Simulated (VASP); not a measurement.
Runs of VASP 6.6.1 on BaTiO3. The structure is that of space group Pm-3m (No. 221), or close to it. The cells are those of the table. 

```tsv
task	potentials or basis	cell	cutoff (eV)	gap on the mesh (eV)	pressure (GPa)
single point	VASP PAW PBE potentials, release 64 (Ba_sv, Ti_sv, O)	a = 4.001 Å, 5 atoms	520	2.14	(a)
relaxation of cell and atoms	VASP PAW PBE potentials, release 64 (Ba_sv, Ti_sv, O)	relaxed to 90 GPa from a = 3.658 Å, 5 atoms	600	2.43	90.0
single point	VASP PAW PBE potentials, release 64 (Ba_sv, Ti_sv, O_h)	a = 3.994 Å, 5 atoms	1480	(c)	1.9
relaxation of cell and atoms	VASP PAW PBE potentials, release 64 (Ba_sv, Ti_sv, O)	relaxed to 50 GPa from a = 3.751 Å, 5 atoms	600	(b)	49.9
single point	VASP PAW PBE potentials, release 64 (Ba_sv, Ti_sv, O)	a = 3.994 Å, 5 atoms	520	2.15	2.0
```

Alike in all rows: level r2SCAN; no spin polarisation; k mesh 8 × 8 × 8; smearing gaussian 0.02 eV.

Task: Fill in the values left out.

Result: (a) 1.0; (b) 2.45; (c) 2.16.

Caveats: the PAW data sets were made with another functional, which shifts forces and pressure a little; spin-orbit coupling is left out, which moves the levels of the heavy elements; the cell is relaxed towards a set pressure, so the run minimises the enthalpy, not the energy (at least some runs).

A k mesh can miss the band edges, and the runs leave out spin-orbit coupling on Ba.
